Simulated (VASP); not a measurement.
Wanted: the native input for a VASP 6.6.1 run.

```yaml
Task: single point
Functional: PBEsol
Potentials_or_basis: VASP PAW PBE potentials, release 64 (V_sv, N)
Cutoff: 520 eV
k_mesh: 12 × 12 × 12
Occupations: fermi-dirac, width 0.5 eV
Spin: no spin polarisation
Dipole_correction: no
Further_INCAR_settings: ALGO = Normal; EDIFF = 1e-06; NBANDS = 32
```

The structure of VN2 lies in POSCAR:

```
VN2
1.0
   -2.1507500000      2.1507500000      2.4913500000
    2.1507500000     -2.1507500000      2.4913500000
    2.1507500000      2.1507500000     -2.4913500000
V N
2 4
Direct
    0.2500000000      0.2500000000      0.0000000000
    0.7500000000      0.7500000000      0.0000000000
    0.1151000000      0.6151000000      0.7302000000
    0.6151000000      0.8849000000      0.5000000000
    0.8849000000      0.3849000000      0.2698000000
    0.3849000000      0.1151000000      0.5000000000
```

These files were run (other wordings do the same):

INCAR

```
SYSTEM = VN2
PREC     = Accurate       ! precision mode
ENCUT    = 520            ! plane-wave cutoff, eV
EDIFF    = 1E-6           ! SCF threshold, eV
ISMEAR   = -1             ! smearing method
SIGMA    = 0.5            ! smearing width, eV
LREAL    = .FALSE.        ! projectors in reciprocal space
LASPH    = .TRUE.         ! aspherical terms in the spheres
NELM     = 60             ! most SCF steps
ALGO     = Normal         ! electronic algorithm
ISIF     = 2              ! what is computed and relaxed
LWAVE    = .FALSE.        ! write WAVECAR
LCHARG   = .FALSE.        ! write CHGCAR
GGA      = PS             ! functional
NBANDS   = 32             ! bands
```

KPOINTS

```
Automatic mesh
0
G
  12 12 12
  0 0 0
```

Potentials or basis: VASP PAW PBE potentials, release 64 (V_sv, N).

The run is started by

```sh
$ cat potpaw_PBE.64/V_sv/POTCAR potpaw_PBE.64/N/POTCAR > POTCAR
$ mpirun -np 1 vasp_std > vasp.out
```

It gave:

* Pressure: -5.6 GPa
* Largest force: 0.574 eV/Å
* Band gap on the k mesh: zero (band 23 reaches 11.61 eV, above the bottom of band 24 at 11.22 eV)

Caveat: the PAW data sets were made with another functional, which shifts forces and pressure a little; the run has no spin polarisation, though such a crystal can be magnetic.

Wall time 110 s on 1 thread of Intel(R) Xeon(R) 6975P-C (Granite Rapids), with other jobs on the host, peak memory 0.31 GiB.
